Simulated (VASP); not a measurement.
Crystal: BC.

```
B C
1.0
     2.59557    0.00000    0.00000
     0.00000    4.45668    0.00000
     0.00000    0.00000    4.53362
B C
4 4
Direct
  0.75174 0.41075 0.93316
  0.24826 0.58925 0.93316
  0.75174 0.08925 0.43316
  0.24826 0.91075 0.43316
  0.18126 0.87055 0.10758
  0.81874 0.12945 0.10758
  0.18126 0.62945 0.60758
  0.81874 0.37055 0.60758
```

The cell was generated, and may not be a known phase.

* Program: VASP 6.6.1
* Task: relaxation of cell and atoms
* Functional: PBE
* Potentials or basis: VASP PAW PBE potentials, release 64 (B, C)
* Cutoff: 600 eV
* k mesh: 6 × 4 × 4
* Occupations: gaussian, width 0.1 eV
* Spin: no spin polarisation

At the start: pressure 72.0 GPa; volume 6.56 Å³/atom.

Question: How do energy, volume and symmetry change on relaxing?

Answer: Over 36 steps the energy falls by 941.0 meV/atom and the volume is 7.49 Å³/atom (+14.3 %); space group Pnc2 (No. 30, to 0.1 Å) before, Ima2 (No. 46, to 0.1 Å).

Step by step:
```tsv
step	energy change (eV)	largest force (eV/Å)	pressure (GPa)	volume (Å³)
1	0.0000	5.7081	72.01	52.44
2	-2.2392	4.3530	-18.79	78.06
3	-4.2707	3.6162	1.87	65.14
4	-2.7199	9.9356	-7.07	71.67
5	-4.7638	1.5822	-5.68	67.17
6	-4.7654	1.4751	-5.41	67.06
7	-5.3611	1.5599	-6.31	65.80
8	-5.8231	3.2530	6.76	61.81
9	-5.9741	1.8724	-3.79	63.95
10	-6.0626	2.4517	0.97	62.70
11	-6.0765	2.1088	-1.08	63.13
12	-6.2643	2.0661	-0.36	62.69
13	-6.4184	2.1501	3.33	61.68
14	-6.4281	1.9940	2.06	61.94
15	-6.6178	1.5220	0.33	62.03
16	-6.9295	0.8025	-2.66	62.29
17	-6.9664	0.9595	-3.15	62.40
18	-7.0382	0.9454	-2.45	62.14
19	-7.1769	0.9386	0.86	61.37
20	-7.1776	1.3050	2.24	61.17
21	-7.2163	1.3939	2.70	61.05
22	-7.2598	1.6000	4.13	60.79
23	-7.3566	0.8644	2.06	60.97
24	-7.4207	0.5319	-1.02	61.28
25	-7.4453	0.4545	-1.24	61.24
26	-7.4888	0.2456	-1.81	61.11
27	-7.4941	0.4148	-2.05	61.05
28	-7.5105	0.2118	-1.17	60.68
29	-7.5142	0.3918	-0.45	60.41
30	-7.5239	0.1363	-0.06	60.07
31	-7.5243	0.1432	0.05	59.99
32	-7.5262	0.0715	0.09	59.95
33	-7.5268	0.0864	0.15	59.91
34	-7.5275	0.0566	0.09	59.92
35	-7.5275	0.0426	0.10	59.92
36	-7.5277	0.0125	-0.07	59.95
```

Final structure:
```cif
data_structure
_symmetry_space_group_name_H-M 'P 1'
_symmetry_Int_Tables_number 1
_cell_length_a 2.4524
_cell_length_b 4.9689
_cell_length_c 4.9192
_cell_angle_alpha 90.000
_cell_angle_beta 90.000
_cell_angle_gamma 90.000
_cell_volume 59.95
loop_
_atom_site_label
_atom_site_type_symbol
_atom_site_fract_x
_atom_site_fract_y
_atom_site_fract_z
_atom_site_occupancy
B1 B 0.74998 0.37183 0.95724 1
B2 B 0.25002 0.62817 0.95724 1
B3 B 0.74998 0.12817 0.45724 1
B4 B 0.25002 0.87183 0.45724 1
C1 C 0.25002 0.91775 0.08350 1
C2 C 0.74998 0.08225 0.08350 1
C3 C 0.25002 0.58225 0.58350 1
C4 C 0.74998 0.41775 0.58350 1
```

Caveat: the k points lie up to 0.43 Å⁻¹ apart in the final cell, too coarse for converged energies and pressures of a metal.
